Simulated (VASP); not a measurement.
# Ta (Im-3m) in VASP: notebook

Ta is run at these levels: PBE; tasks: single point, relaxation of volume and atoms at fixed shape.

Program: VASP 6.6.1. These are calculated values, not measurements. Logs are shortened: lines on timing, memory, paths and dates and some standing lists are left out, and cuts for length are marked.

## 1. The cell of the first run

It takes space group Im-3m (No. 229, cubic). Conventional cell: a = 3.324 Å, b = 3.324 Å, c = 3.324 Å, α = 90.00°, β = 90.00°, γ = 90.00°. Ta (site symmetry m-3m) has 14 Ta at 2.88 to 3.32 Å within 3.8 Å.

## 2. Single point, PBE

INCAR

```
SYSTEM = Ta
PREC     = Accurate       ! precision mode
ENCUT    = 520            ! plane-wave cutoff, eV
EDIFF    = 1E-6           ! SCF threshold, eV
ISMEAR   = 0              ! smearing method
SIGMA    = 0.02           ! smearing width, eV
LREAL    = .FALSE.        ! projectors in reciprocal space
LASPH    = .TRUE.         ! aspherical terms in the spheres
NELM     = 60             ! most SCF steps
ALGO     = Normal         ! electronic algorithm
ISIF     = 2              ! what is computed and relaxed
LWAVE    = .FALSE.        ! write WAVECAR
LCHARG   = .FALSE.        ! write CHGCAR
GGA      = PE             ! functional
NBANDS   = 12             ! bands
```

KPOINTS

```
regular mesh
0
G
  9 9 9
  0 0 0
```

POSCAR

```
Ta
1.0
    2.8786279349     -0.0000000159     -0.0000000276
   -0.9595426300      2.7139964497     -0.0000000276
   -0.9595426300     -1.3569981850      2.3503898942
Ta
1
Direct
    0.0000000000      0.0000000000      0.0000000000
```

Potentials or basis: VASP PAW PBE potentials, release 64 (Ta_pv).

Started as:

```bash
$ cat potpaw_PBE.64/Ta_pv/POTCAR > POTCAR
$ mpirun -np 1 vasp_std > vasp.out
```

OUTCAR:

```text
SYSTEM = Ta
   PREC = Accurate
   ENCUT = 520
   EDIFF = 1E-6
   ISMEAR = 0
   LREAL = .FALSE.
   LASPH = .TRUE.
   NELM = 60
   ISIF = 2
   GGA = PE

 ion  position               nearest neighbor table
   1  0.000  0.000  0.000-

  LATTYP: Found a body centered cubic cell.
 ALAT       =     3.3239532262

  Lattice vectors:

 A1 = (   2.8786279349,  -0.0000000159,  -0.0000000276)
 A2 = (  -0.9595426300,   2.7139964497,  -0.0000000276)
 A3 = (  -0.9595426300,  -1.3569981850,   2.3503898942)

Analysis of symmetry for initial positions (statically):
=====================================================================
 Subroutine PRICEL returns:
 Original cell was already a primitive cell.

 Routine SETGRP: Setting up the symmetry group for a
 body centered cubic supercell.

 Subroutine GETGRP returns: Found 48 space group operations
 (whereof 48 operations were pure point group operations)
 out of a pool of 48 trial point group operations.

The static configuration has the point symmetry O_h .

Analysis of symmetry for dynamics (positions and initial velocities):
=====================================================================
 Subroutine PRICEL returns:
 Original cell was already a primitive cell.

 Routine SETGRP: Setting up the symmetry group for a
 body centered cubic supercell.

 Subroutine GETGRP returns: Found 48 space group operations
 (whereof 48 operations were pure point group operations)
 out of a pool of 48 trial point group operations.

The dynamic configuration has the point symmetry O_h .

 Subroutine INISYM returns: Found 48 space group operations
 (whereof 48 operations are pure point group operations),
 and found     1 'primitive' translations

----------------------------------------------------------------------------------------

                                     Primitive cell

  volume of cell :      18.3626

  direct lattice vectors                    reciprocal lattice vectors
     2.878627935 -0.000000016 -0.000000028     0.347387724  0.122820108  0.212730660
    -0.959542630  2.713996450 -0.000000028     0.000000004  0.368460323  0.212730660
    -0.959542630 -1.356998185  2.350389894     0.000000004  0.000000006  0.425461331

  length of vectors
     2.878627935  2.878627935  2.878627935     0.425461331  0.425461331  0.425461331

  position of ions in fractional coordinates (direct lattice)
     0.000000000  0.000000000  0.000000000

  ion indices of the primitive-cell ions
   primitive index   ion index
                 1           1

----------------------------------------------------------------------------------------

[... 82 lines left out ...]
   EMIN   =  10.00;   EMAX   =-10.00  energy-range for DOS
   EFERMI =   0.00;   METHOD = LEGACY
   ISMEAR =     0;   SIGMA  =   0.02  broadening in eV -4-tet -1-fermi 0-gaus
   EFERMI_NEDOS =   21; number of points for ismear=-14 and -15
   IALGO  =     38    algorithm
   IMIX   =      4    mixing-type and parameters
     AMIX     =   0.40;   BMIX     =  1.00
     AMIX_MAG =   1.60;   BMIX_MAG =  1.00
  volume/ion in A,a.u.               =      18.36       123.92
  Fermi-wavevector in a.u.,A,eV,Ry     =   1.380048  2.607912 25.912733  1.904532
  Thomas-Fermi vector in A             =   2.504961
   LORBIT       =      0    0 simple, 1 ext, 2 COOP (PROOUT), +10 PAW based schemes
   GGA     = PE    functional components
   LHFCALC =     F    Hartree Fock is set to
   AEXX    =    0.0000 exact exchange contribution
   IVDW    =     0    specifies the selected vdW correction
   LEPSILON=     F    determine dielectric tensor
   LRPA    =     F    only Hartree local field effects (RPA)
 non-spin polarized calculation
 Gauss-broadening in eV      SIGMA  =   0.02
  energy-cutoff  :      520.00
  volume of cell :       18.36
 maximum number of plane-waves:       531
 NGX is ok and might be reduce to    24
   NGX = 11   NGY = 11   NGZ = 11

 number of electron      11.0000000 magnetization

 Free energy of the ion-electron system (eV)
  ---------------------------------------------------
  ext. energy  EPLUGINS =         0.00000000
  ---------------------------------------------------
  free energy    TOTEN  =       -11.79078157 eV

  energy without entropy =      -11.78989122  energy(sigma->0) =      -11.79033640

 E-fermi :   5.3886     XC(G=0): -12.5218

 val. band max:        5.3806455007   @ k =   0.2222   0.0000  -0.0000
 cond. band min:       5.3932684308   @ k =   0.1111   0.1111  -0.0000
 fundamental gap:      0.0126229301
 Fermi energy:         5.3885664306

 k-point     1 :       0.0000    0.0000    0.0000
  band No.  band energies     occupation
      1     -27.8293      2.00000
      2     -27.8293      2.00000
      3     -27.8293      2.00000
      4      -2.5105      2.00000
      5       6.0585      0.00000
      6       6.0585      0.00000
      7       6.0585      0.00000
      8       9.2646      0.00000
      9       9.2646      0.00000
     10      19.9466      0.00000
     11      20.2521      0.00000
     12      20.2521      0.00000
[... 331 lines left out ...]
 k-point    24 :      -0.4444   -0.4444    0.1111
  band No.  band energies     occupation
      1     -28.8178      2.00000
      2     -28.3549      2.00000
      3     -28.0062      2.00000
      4       2.2178      2.00000
      5       4.6076      2.00000
      6       4.6968      2.00000
      7       7.9067      0.00000
      8      11.1026      0.00000
      9      13.9655      0.00000
     10      15.7813      0.00000
     11      19.6248      0.00000
     12      19.9518      0.00000

 [... further k-points ...]

------------------------ aborting loop because EDIFF is reached ----------------------------------------

  FORCE on cell =-STRESS in cart. coord.  units (eV):
  Direction    XX          YY          ZZ          XY          YZ          ZX
  --------------------------------------------------------------------------------------
  -------------------------------------------------------------------------------------
  Total        0.0076523      0.0076523      0.0076523     -0.0000000      0.0000000     -0.0000000
  in kB        0.6676807      0.6676807      0.6676807     -0.0000000      0.0000000     -0.0000000
  external PRESSURE =       0.6676807 kB  Pullay stress =       0.0000000 kB

 VOLUME and BASIS-vectors are now :
 -----------------------------------------------------------------------------
  energy-cutoff  :      520.00
  volume of cell :       18.36
      direct lattice vectors                 reciprocal lattice vectors
     2.878627935 -0.000000016 -0.000000028     0.347387724  0.122820108  0.212730660
    -0.959542630  2.713996450 -0.000000028     0.000000004  0.368460323  0.212730660
    -0.959542630 -1.356998185  2.350389894     0.000000004  0.000000006  0.425461331

 POSITION                                       TOTAL-FORCE (eV/Angst)
 -----------------------------------------------------------------------------------
      0.00000      0.00000      0.00000         0.000000     -0.000000      0.000000
 -----------------------------------------------------------------------------------
    total drift:                                0.000000      0.000000      0.000000

  FREE ENERGIE OF THE ION-ELECTRON SYSTEM (eV)
  ---------------------------------------------------
  free  energy   TOTEN  =       -11.7907815746 eV

  energy  without entropy=      -11.7898912173  energy(sigma->0) =      -11.79033640
```

It took 7.9 s on 1 thread of Intel Xeon Platinum 8259CL at 2.50GHz (Skylake/Cascade Lake), shared host; peak memory 0.14 GiB.

What came out:

```yaml
Free_energy: -11.7908 eV
Pressure: 0.1 GPa
Band_gap_on_the_k_mesh: zero (an odd number of electrons rules out a gap without spin polarisation)
```

Caveat: spin-orbit coupling is left out, which moves the levels of the heavy elements.

## 3. Relaxation of volume and atoms at fixed shape, PBE

This run uses another cell than the first one, of 18.01 Å³/atom.

INCAR

```
  PREC = Accurate
  ENCUT = 600
  EDIFF = 1E-7
  ISMEAR = 0
  SIGMA = 0.02
  LREAL = F
  LASPH = T
  NELM = 80
  ALGO = Normal
  ISIF = 8
  LWAVE = F
  LCHARG = F
  GGA = PE
  IBRION = 2
  NSW = 80
  EDIFFG = -0.02
```

KPOINTS

```
Automatic mesh
0
Gamma
  9 9 9
```

POSCAR

```
Ta
1.0
    2.8601010224     -0.0000000158     -0.0000000274
   -0.9533669925      2.6965291090     -0.0000000274
   -0.9533669925     -1.3482645149      2.3352627333
Ta
1
Direct
    0.0000000000      0.0000000000      0.0000000000
```

Potentials or basis: VASP PAW PBE potentials, release 64 (Ta_pv).

Started as:

```bash
$ cat potpaw_PBE.64/Ta_pv/POTCAR > POTCAR
$ mpirun -np 1 vasp_std > vasp.out
```

It took 13 s on 1 thread of Intel Xeon Platinum 8259CL at 2.50GHz (Skylake/Cascade Lake), shared host; peak memory 0.15 GiB.

The run converged. Its results:

- Free energy: -11.7910 eV
- Relaxed volume: 18.36 Å³/atom
- Relaxed cell: a = 2.879 Å, b = 2.879 Å, c = 2.879 Å, α = 109.47°, β = 109.47°, γ = 109.47°
- Space group after relaxing (to 0.1 Å): Im-3m (No. 229)
- Energy gained by relaxing: 3.5 meV/atom
- Ionic steps: 3
- Pressure after relaxing: 0.1 GPa
- Band gap on the k mesh: zero (an odd number of electrons rules out a gap without spin polarisation)

The path:
```csv
step,energy change (eV),largest force (eV/Å),pressure (GPa),volume (Å³)
1,0.0000,0.0000,3.22,18.01
2,0.0071,0.0000,-5.54,18.97
3,-0.0035,0.0000,0.11,18.36
```

Final structure:
```cif
data_structure
_symmetry_space_group_name_H-M 'P 1'
_symmetry_Int_Tables_number 1
_cell_length_a 2.8785
_cell_length_b 2.8785
_cell_length_c 2.8785
_cell_angle_alpha 109.471
_cell_angle_beta 109.471
_cell_angle_gamma 109.471
_cell_volume 18.36
loop_
_atom_site_label
_atom_site_type_symbol
_atom_site_fract_x
_atom_site_fract_y
_atom_site_fract_z
_atom_site_occupancy
Ta1 Ta 0.00000 0.00000 0.00000 1
```

Levels at points of the mesh, in eV from the Fermi level:
| k point | band 2 | band 3 | band 4 | band 5 | band 6 | band 7 | band 8 | band 9 |
| --- | --- | --- | --- | --- | --- | --- | --- | --- |
| (0.00, 0.00, 0.00) | -33.22 | -33.22 | -7.90 | 0.67 | 0.67 | 0.67 | 3.88 | 3.88 |

Caveat: spin-orbit coupling is left out, which moves the levels of the heavy elements. Zero-point motion and thermal expansion aren't in these numbers.
